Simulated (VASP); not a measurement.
# Ta (Im-3m) in VASP: a series of runs

Runs on Ta. Level: LDA. Tasks: single point.

Program: VASP 6.6.1. These are calculated values, not measurements. Logs are shortened: lines on timing, memory, paths and dates and some standing lists are left out, and cuts for length are marked.

### 1 The cell of the first run

The structure is cubic, space group Im-3m (No. 229). Conventional cell: a = 3.254 Å, b = 3.254 Å, c = 3.254 Å, α = 90.00°, β = 90.00°, γ = 90.00°. Within 3.7 Å of Ta (site symmetry m-3m) lie 14 Ta at 2.82 to 3.25 Å.

### 2 Single point, LDA

INCAR reads:

```
SYSTEM = Ta
  PREC = Accurate
  ENCUT = 520
  EDIFF = 1E-6
  ISMEAR = -1
  SIGMA = 0.1
  LREAL = .False.
  LASPH = .True.
  NELM = 60
  ALGO = Normal
  ISIF = 2
  LWAVE = .False.
  LCHARG = .False.
  GGA = CA
  NBANDS = 18
```

KPOINTS reads:

```
regular mesh
0
Gamma
  15 15 9
  0 0 0
```

POSCAR reads:

```
Ta
1.0
   -1.6270816225      1.6270816225      1.6270816225
    1.6270816225     -1.6270816225      1.6270816225
    3.2541632449      3.2541632449      0.0000000000
Ta
2
Direct
    0.0000000000      0.0000000000      0.0000000000
    0.5000000000      0.5000000000      0.5000000000
```

Potentials or basis: VASP PAW LDA potentials, release 64 (Ta_pv).

Started as:

```sh
cat potpaw_LDA.64/Ta_pv/POTCAR > POTCAR
mpirun -np 1 vasp_std > vasp.out
```

OUTCAR:

```text
SYSTEM = Ta
   PREC = Accurate
   ENCUT = 520
   EDIFF = 1E-6
   ISMEAR = -1
   LREAL = .False.
   LASPH = .True.
   NELM = 60
   ISIF = 2
   GGA = CA

 ion  position               nearest neighbor table
   1  0.000  0.000  0.000-   2 2.82   2 2.82   2 2.82   2 2.82   2 3.25   2 3.25   2 3.25   2 3.25

   2  0.500  0.500  0.500-   1 2.82   1 2.82   1 2.82   1 2.82   1 3.25   1 3.25   1 3.25   1 3.25

  LATTYP: Found a base centered orthorhombic cell.
 ALAT       =     3.2541632450
 B/A-ratio  =     1.4142135624
 C/A-ratio  =     1.4142135623

  Lattice vectors:

 A1 = (  -1.6270816225,   1.6270816225,   1.6270816225)
 A2 = (   1.6270816225,  -1.6270816225,   1.6270816225)
 A3 = (   3.2541632449,   3.2541632449,   0.0000000000)

Analysis of symmetry for initial positions (statically):
=====================================================================
 Subroutine PRICEL returns following result:

  LATTYP: Found a body centered cubic cell.
 ALAT       =     3.2541632450

  Lattice vectors:

 A1 = (  -1.6270816225,   1.6270816225,  -1.6270816225)
 A2 = (  -1.6270816224,  -1.6270816224,   1.6270816225)
 A3 = (   1.6270816225,   1.6270816225,   1.6270816225)

   2 primitive cells build up your supercell.

 Routine SETGRP: Setting up the symmetry group for a
 base centered orthorhombic supercell.

 Subroutine GETGRP returns: Found  8 space group operations
 (whereof  8 operations were pure point group operations)
 out of a pool of  8 trial point group operations.

The static configuration has the point symmetry D_2h.

Analysis of symmetry for dynamics (positions and initial velocities):
=====================================================================
 Subroutine PRICEL returns following result:

  LATTYP: Found a body centered cubic cell.
 ALAT       =     3.2541632450

  Lattice vectors:

 A1 = (  -1.6270816225,   1.6270816225,  -1.6270816225)
 A2 = (  -1.6270816224,  -1.6270816224,   1.6270816225)
 A3 = (   1.6270816225,   1.6270816225,   1.6270816225)

   2 primitive cells build up your supercell.

 Routine SETGRP: Setting up the symmetry group for a
 base centered orthorhombic supercell.

 Subroutine GETGRP returns: Found  8 space group operations
 (whereof  8 operations were pure point group operations)
 out of a pool of  8 trial point group operations.

The dynamic configuration has the point symmetry D_2h.

 Subroutine INISYM returns: Found  8 space group operations
 (whereof  8 operations are pure point group operations),
 and found     2 'primitive' translations

----------------------------------------------------------------------------------------

                                     Primitive cell

  volume of cell :      17.2301

  direct lattice vectors                    reciprocal lattice vectors
    -1.627081622  1.627081622 -1.627081622    -0.307298659  0.307298659  0.000000000
    -1.627081622 -1.627081622  1.627081622    -0.307298659 -0.000000000  0.307298659
     1.627081622  1.627081622  1.627081622     0.000000000  0.307298659  0.307298659

  length of vectors
     2.818188038  2.818188038  2.818188038     0.434585931  0.434585931  0.434585931

  position of ions in fractional coordinates (direct lattice)
     0.000000000  0.000000000  0.000000000

  ion indices of the primitive-cell ions
   primitive index   ion index
                 1           1

----------------------------------------------------------------------------------------

 KPOINTS: regular mesh

Automatic generation of k-mesh.
 Grid dimensions read from file:
 generate k-points for:   15   15    9

 Generating k-lattice:

  Cartesian coordinates                     Fractional coordinates (reciprocal lattice)
    -0.010243289  0.010243289  0.020486577     0.066666667  0.000000000  0.000000000
     0.010243289 -0.010243289  0.020486577     0.000000000  0.066666667  0.000000000
     0.017072148  0.017072148  0.000000000     0.000000000  0.000000000  0.111111111

  Length of vectors
     0.025090830  0.025090830  0.024143663

  Shift w.r.t. Gamma in fractional coordinates (k-lattice)
     0.000000000  0.000000000  0.000000000

 Subroutine IBZKPT returns following result:
 ===========================================

 Found    320 irreducible k-points:

 Following reciprocal coordinates:
            Coordinates               Weight
  0.000000  0.000000  0.000000      1.000000
  0.066667  0.000000  0.000000      4.000000
  0.133333  0.000000  0.000000      4.000000
  0.200000  0.000000  0.000000      4.000000
  0.266667  0.000000  0.000000      4.000000
  0.333333  0.000000  0.000000      4.000000
[... 16 lines left out ...]
  0.133333  0.133333  0.000000      2.000000
  0.200000  0.133333  0.000000      4.000000
 [... further k-points ...]
   k-points           NKPTS =    320   k-points in BZ     NKDIM =    320   number of bands    NBANDS=     18
   number of dos      NEDOS =    301   number of ions     NIONS =      2
   total plane-waves  NPLWV =  20736
   dimension x,y,z NGX =    24 NGY =   24 NGZ =   36
   dimension x,y,z NGXF=    48 NGYF=   48 NGZF=   72
   ions per type =               2
   NGX,Y,Z   is equivalent  to a cutoff of  14.16, 14.16, 13.00 a.u.
   NGXF,Y,Z  is equivalent  to a cutoff of  28.32, 28.32, 26.01 a.u.
 SYSTEM =  Ta
   PREC   = accura    normal or accurate (medium, high low for compatibility)
   ISTART =      0    job   : 0-new  1-cont  2-samecut
   ICHARG =      2    charge: 1-file 2-atom 10-const
   ISPIN  =      1    spin polarized calculation?
   LNONCOLLINEAR =      F non collinear calculations
   LSORBIT =      F    spin-orbit coupling
   LASPH  =      T    aspherical Exc in radial PAW
   ENCUT  =  520.0 eV  38.22 Ry    6.18 a.u.   5.24  5.24  8.56*2*pi/ulx,y,z
   NELM   =     60;   NELMIN=  2; NELMDL= -5     # of ELM steps
   EDIFF  = 0.1E-05   stopping-criterion for ELM
   LREAL  =      F    real-space projection
   EDIFFG = 0.1E-04   stopping-criterion for IOM
   NSW    =      0    number of steps for IOM
   IBRION =     -1    ionic relax: 0-MD 1-quasi-New 2-CG
   NFREE  =      0    steps in history (QN), initial steepest desc. (CG)
   ISIF   =      2    stress and relaxation
   ISYM   =      2    0-nonsym 1-usesym 2-fastsym
   POTIM  = 0.5000    time-step for ionic-motion
   TEBEG  =    0.0;   TEEND  =   0.0 temperature during run
   PSTRESS=    0.0 pullay stress
   NELECT =      22.0000    total number of electrons
   NUPDOWN=      -1.0000    fix difference up-down
   EMIN   =  10.00;   EMAX   =-10.00  energy-range for DOS
   EFERMI =   0.00;   METHOD = LEGACY
   ISMEAR =    -1;   SIGMA  =   0.10  broadening in eV -4-tet -1-fermi 0-gaus
   EFERMI_NEDOS =   21; number of points for ismear=-14 and -15
   IALGO  =     38    algorithm
   IMIX   =      4    mixing-type and parameters
     AMIX     =   0.40;   BMIX     =  1.00
     AMIX_MAG =   1.60;   BMIX_MAG =  1.00
  volume/ion in A,a.u.               =      17.23       116.27
  Fermi-wavevector in a.u.,A,eV,Ry     =   1.409645  2.663843 27.036119  1.987099
  Thomas-Fermi vector in A             =   2.531680
   LORBIT       =      0    0 simple, 1 ext, 2 COOP (PROOUT), +10 PAW based schemes
   GGA     = CA    functional components
   LHFCALC =     F    Hartree Fock is set to
   AEXX    =    0.0000 exact exchange contribution
   IVDW    =     0    specifies the selected vdW correction
   LEPSILON=     F    determine dielectric tensor
   LRPA    =     F    only Hartree local field effects (RPA)
 non-spin polarized calculation
  energy-cutoff  :      520.00
  volume of cell :       34.46
 maximum number of plane-waves:       944
 NGX is ok and might be reduce to    24
   NGX = 11   NGY = 11   NGZ = 17

 number of electron      22.0000005 magnetization

 Free energy of the ion-electron system (eV)
  ---------------------------------------------------
  ext. energy  EPLUGINS =         0.00000000
  ---------------------------------------------------
  free energy    TOTEN  =       -25.69717959 eV

  energy without entropy =      -25.61441987  energy(sigma->0) =      -25.65579973

 E-fermi :   5.7897     XC(G=0): -13.0222

 val. band max:        5.7888053322   @ k =   0.1333   0.0000   0.2222
 cond. band min:       5.7946208967   @ k =  -0.3333   0.2000   0.1111
 fundamental gap:      0.0058155644
 Fermi energy:         5.7896639778

 k-point     1 :       0.0000    0.0000    0.0000
  band No.  band energies     occupation
      1     -28.3281      2.00000
      2     -27.3912      2.00000
      3     -26.9598      2.00000
      4     -26.9491      2.00000
      5     -26.9477      2.00000
      6     -26.9468      2.00000
[... 10 lines left out ...]
     17      10.8385      0.00000
     18      13.9700      0.00000

 k-point     2 :       0.0667    0.0000    0.0000
  band No.  band energies     occupation
      1     -28.3090      2.00000
      2     -27.4096      2.00000
      3     -26.9989      2.00000
      4     -26.9846      2.00000
      5     -26.9570      2.00000
      6     -26.9526      2.00000
[... 10 lines left out ...]
     17      10.9997      0.00000
     18      14.1617      0.00000

 k-point     3 :       0.1333    0.0000    0.0000
  band No.  band energies     occupation
      1     -28.2529      2.00000
      2     -27.4730      2.00000
      3     -27.1399      2.00000
      4     -27.0410      2.00000
      5     -26.9881      2.00000
      6     -26.9647      2.00000
[... 10 lines left out ...]
     17      11.1809      0.00000
     18      14.7894      0.00000

 k-point     4 :       0.2000    0.0000    0.0000
  band No.  band energies     occupation
      1     -28.1635      2.00000
      2     -27.5928      2.00000
      3     -27.3435      2.00000
      4     -27.0918      2.00000
      5     -27.0405      2.00000
      6     -26.9836      2.00000
[... 375 lines left out ...]
      4     -27.0038      2.00000
      5     -26.9676      2.00000
      6     -26.9472      2.00000
[... 10 lines left out ...]
     17      11.4745      0.00000
     18      13.9208      0.00000

 k-point    23 :       0.1333    0.1333    0.0000
  band No.  band energies     occupation
      1     -28.1050      2.00000
      2     -27.5355      2.00000
      3     -27.2657      2.00000
      4     -27.1895      2.00000
      5     -27.1031      2.00000
      6     -27.1007      2.00000
[... 10 lines left out ...]
     17      10.9388      0.00000
     18      15.5078      0.00000

 k-point    24 :       0.2000    0.1333    0.0000
  band No.  band energies     occupation
      1     -27.9868      2.00000
      2     -27.6152      2.00000
      3     -27.4364      2.00000
      4     -27.2836      2.00000
      5     -27.1817      2.00000
      6     -27.1571      2.00000
[... 10 lines left out ...]
     17      10.9646      0.00000
     18      14.5890      0.00000

 [... further k-points ...]

------------------------ aborting loop because EDIFF is reached ----------------------------------------

  FORCE on cell =-STRESS in cart. coord.  units (eV):
  Direction    XX          YY          ZZ          XY          YZ          ZX
  --------------------------------------------------------------------------------------
  -------------------------------------------------------------------------------------
  Total        0.1615552      0.1615552      0.1711311      0.0434030      0.0000000      0.0000000
  in kB        7.5112711      7.5112711      7.9564895      2.0179578      0.0000000      0.0000000
  external PRESSURE =       7.6596772 kB  Pullay stress =       0.0000000 kB

 VOLUME and BASIS-vectors are now :
 -----------------------------------------------------------------------------
  energy-cutoff  :      520.00
  volume of cell :       34.46
      direct lattice vectors                 reciprocal lattice vectors
    -1.627081622  1.627081622  1.627081622    -0.153649329  0.153649329  0.307298659
     1.627081622 -1.627081622  1.627081622     0.153649329 -0.153649329  0.307298659
     3.254163245  3.254163245  0.000000000     0.153649329  0.153649329  0.000000000

 POSITION                                       TOTAL-FORCE (eV/Angst)
 -----------------------------------------------------------------------------------
      0.00000      0.00000      0.00000         0.000000     -0.000000     -0.000000
      1.62708      1.62708      1.62708        -0.000000      0.000000      0.000000
 -----------------------------------------------------------------------------------
    total drift:                               -0.000000     -0.000000      0.000000

  FREE ENERGIE OF THE ION-ELECTRON SYSTEM (eV)
  ---------------------------------------------------
  free  energy   TOTEN  =       -25.6971795877 eV

  energy  without entropy=      -25.6144198654  energy(sigma->0) =      -25.65579973
```

Run time: 44 s. Hardware: 1 thread of Intel Xeon 6975P-C (Granite Rapids), shared host; peak memory 0.26 GiB.

Results:

```yaml
Free_energy: -25.6972 eV
Pressure: 0.8 GPa
Band_gap_on_the_k_mesh: zero (bands 11 and 12 overlap by 3.06 eV)
```

Levels at points of the mesh, in eV from the Fermi level:
| k point | band 8 | band 9 | band 10 | band 11 | band 12 | band 13 | band 14 | band 15 |
| --- | --- | --- | --- | --- | --- | --- | --- | --- |
| (0.00, 0.00, 0.00) | -4.59 | -1.74 | 0.65 | 0.65 | 0.65 | 1.94 | 3.98 | 4.07 |

Caveat: spin-orbit coupling is left out, which moves the levels of the heavy elements.

### 3 Single point, LDA

INCAR reads:

```
PREC = Accurate
ENCUT = 520
EDIFF = 1E-6
ISMEAR = -1
SIGMA = 0.1
LREAL = F
LASPH = T
NELM = 80
ALGO = Normal
ISIF = 2
LWAVE = F
LCHARG = F
NBANDS = 18
```

KPOINTS reads:

```
regular mesh
0
Gamma
  15 15 9
```

POSCAR is that of step 2.

Potentials or basis: VASP PAW LDA potentials, release 64 (Ta_pv).

Started as:

```sh
cat potpaw_LDA.64/Ta_pv/POTCAR > POTCAR
mpirun -np 1 vasp_std > vasp.out
```

Wall time 44 s (1 thread of Intel Xeon 6975P-C (Granite Rapids), shared host); peak memory 0.26 GiB.

Results (log left out):

```yaml
Free_energy: -25.6972 eV
Pressure: 0.8 GPa
Band_gap_on_the_k_mesh: zero (bands 11 and 12 overlap by 3.06 eV)
```

Levels at points of the mesh, in eV from the Fermi level:
```
           k point  band 9  band 10  band 11  band 12  band 13  band 14
(0.00, 0.00, 0.00)   -1.74     0.65     0.65     0.65     1.94     3.98
```

Caveat: spin-orbit coupling is left out, which moves the levels of the heavy elements.
